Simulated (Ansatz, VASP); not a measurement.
## LaHfO: VASP beside Ansatz

File INCAR:

```
SYSTEM = LaHfO
ALGO = Normal
EDIFF = 1E-6
ENCUT = 520
GGA = PE
ISIF = 2
ISMEAR = 0
LASPH = .True.
LCHARG = .False.
LREAL = .False.
LWAVE = .False.
NBANDS = 20
NELM = 60
PREC = Accurate
SIGMA = 0.1
```

The input KPOINTS:

```
k-points
0
Gamma
  6 6 4
  0 0 0
```

File POSCAR:

```
LaHfO
1.0
    4.0798719200      0.0000000000      0.0000000000
   -2.0399359600      3.5332727300      0.0000000000
    0.0000000000      0.0000000000      4.8691913500
La Hf O
1 1 1
Direct
    0.0000000000      0.0000000000      0.0000000000
    0.3333333300      0.6666666700      0.5000000000
    0.6666666700      0.3333333300      0.5000000000
```

Input for Ansatz:

```yaml
crystal:
  lattice:
    - [4.07987192, 0.0, 0.0]
    - [-2.03993596, 3.53327273, 0.0]
    - [0.0, 0.0, 4.86919135]
  atoms:
    - { symbol: La, position: [0.0, 0.0, 0.0] }
    - { symbol: Hf, position: [0.33333333, 0.66666667, 0.5] }
    - { symbol: O, position: [0.66666667, 0.33333333, 0.5] }
basis:
  ecutwfc: 420
kpoints:
  mp_grid: { grid: [6, 6, 4] }
hamiltonian:
  xc: pbe
scf:
  occupations: { method: gaussian, width: 0.1 }
  lower_state_search: "off"
output:
  forces: true
  stress: true
  eigenvalues: true
```

Change from the starting cell: species swapped into the SrSiNi type (P-6m2, No. 187).

Alike in both runs: task single point; functional PBE; k mesh 6 × 6 × 4; occupations gaussian, width 0.1 eV; no spin polarisation.

```csv
,VASP,Ansatz
version,VASP 6.6.1,Ansatz 0.2.0
potentials or method,"VASP PAW PBE potentials, release 64 (La, Hf_pv, O), cutoff 520 eV","scalar-relativistic, plane waves, PAW"
valence electrons in the cell,27,43
```

|  | VASP | Ansatz | Ansatz less VASP |
| --- | --- | --- | --- |
| gap on the k mesh at the Fermi level (eV) | none | none | - |
| pressure (GPa) | -8.3 | -7.9 | +0.44 |
| traceless stress, the component that is largest in VASP (GPa) | 11.85 | 11.63 | -0.227 |

A gap of «none» marks a metal or a gap that the smearing closes. VASP's potentials hold 27 valence electrons a cell and Ansatz's 43, so a difference there can come from the potentials and not from the codes.

Spin-orbit coupling is off throughout.
